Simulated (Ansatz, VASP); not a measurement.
# H3CCl in VASP and in Ansatz

```
C Cl H
1.0
     8.71713    0.00000    0.00000
     0.00000    8.71713    0.00000
     0.00000    0.00000    8.71713
C Cl H
8 8 24
Cartesian
  0.2551 4.3323 0.2367
  2.1554 7.2492 6.4395
  6.1684 8.6431 4.7595
  3.4428 2.9296 8.1675
  5.6869 3.9614 5.6022
  4.4553 4.5370 2.1739
  2.7549 1.6771 4.9535
  0.8049 7.8313 1.3084
  0.7646 3.6223 1.7861
  2.6019 5.5254 6.4468
  5.6462 9.0191 6.4125
  3.1260 1.2459 8.6253
  6.2835 5.2874 6.6192
  6.0187 3.6793 2.0517
  2.8291 0.6315 3.5117
  2.3856 7.0554 1.1522
  -0.7857 4.6778 0.3477
  0.9485 5.1630 -0.0162
  0.3075 3.5497 -0.5448
  2.8569 7.7902 7.0961
  2.2307 7.6313 5.4054
  1.1216 7.3347 6.8201
  6.1316 9.5636 4.1584
  7.1881 8.2401 4.7973
  5.4752 7.9002 4.3460
  2.8130 3.5812 8.7896
  4.5107 3.1435 8.3357
  3.1859 3.0671 7.1095
  4.5997 4.0707 5.5162
  6.1542 4.0248 4.6118
  5.9247 2.9987 6.0720
  4.3814 5.2445 1.3352
  3.6250 3.8025 2.1193
  4.4269 5.0835 3.1324
  2.1385 1.1846 5.7333
  3.7820 1.7928 5.3341
  2.3128 2.6543 4.6683
  0.8677 8.8228 0.8377
  0.0551 7.1965 0.8154
  0.5808 7.9396 2.3776
```

Alike in both runs: functional LDA; k mesh 1 × 1 × 1; occupations fermi-dirac, width 0.02 eV; no spin polarisation.

Ansatz relaxed the structure, and its values are those at the end. VASP's run is a single point on that final structure, the one shown.

```csv
,VASP,Ansatz
version,VASP 6.6.1,Ansatz 0.2.0
potentials or method,"VASP PAW LDA potentials, release 64 (C, Cl, H), cutoff 520 eV","scalar-relativistic, plane waves, PAW"
valence electrons in the cell,112,112
```

VASP gave:

* rms of the force components (eV/Å): 0.102

**Question.** Estimate Ansatz's values.

**Answer.** rms of the force components (eV/Å): 0.096.

LDA's correlation is that of Perdew and Zunger in VASP and of Perdew and Wang (1992) in Ansatz.
